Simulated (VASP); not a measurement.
**SnSe: single point with HSE06**

The system is SnSe.

```
Sn Se
1.0
     0.00000    3.00211    3.00211
     3.00211    0.00000    3.00211
     3.00211    3.00211    0.00000
Sn Se
1 1
Direct
  0.00000 0.00000 0.00000
  0.50000 0.50000 0.50000
```

| Property | Result |
| --- | --- |
| Program | VASP 6.6.1 |
| Task | single point |
| Functional | HSE06 |
| Potentials or basis | VASP PAW PBE potentials, release 64 (Sn_d, Se) |
| Cutoff | 520 eV |
| k mesh | 4 × 4 × 4 |
| Occupations | fermi-dirac, width 0.02 eV |
| Spin | non-collinear spin, zero start, spin-orbit coupling |
| Starting moments | [[0.0, 0.0, 0.0], [0.0, 0.0, 0.0]] μB |
| Dipole correction | no |
| Grid for exact exchange (PRECFOCK) | Normal |
| Further INCAR settings | ALGO = Normal; EDIFF = 1e-06; NBANDS = 32 |
| Share of exact exchange | 0.25 |
| Screening parameter | 0.2079 1/Å |

| Quantity | Value |
| --- | --- |
| Pressure | -1.5 GPa |
| Net moment | 0.00 μB per cell |
| Valence electrons inside the program's atomic spheres | Sn 12.06; Se 3.84 |

Moments on the atoms (μB; x, y, z):
```
Sn  0.00 0.00 0.00
Se  0.00 0.00 0.00
```

Wall time 62 min on 1 thread of Oxide Virtual Turin-like Processor, on a shared host, peak memory 0.4 GiB.

Caveat: the k points lie up to 0.45 Å⁻¹ apart; the structure was generated, so it needn't be the stable form of SnSe; the PAW data sets were made with another functional, which shifts forces and pressure a little.
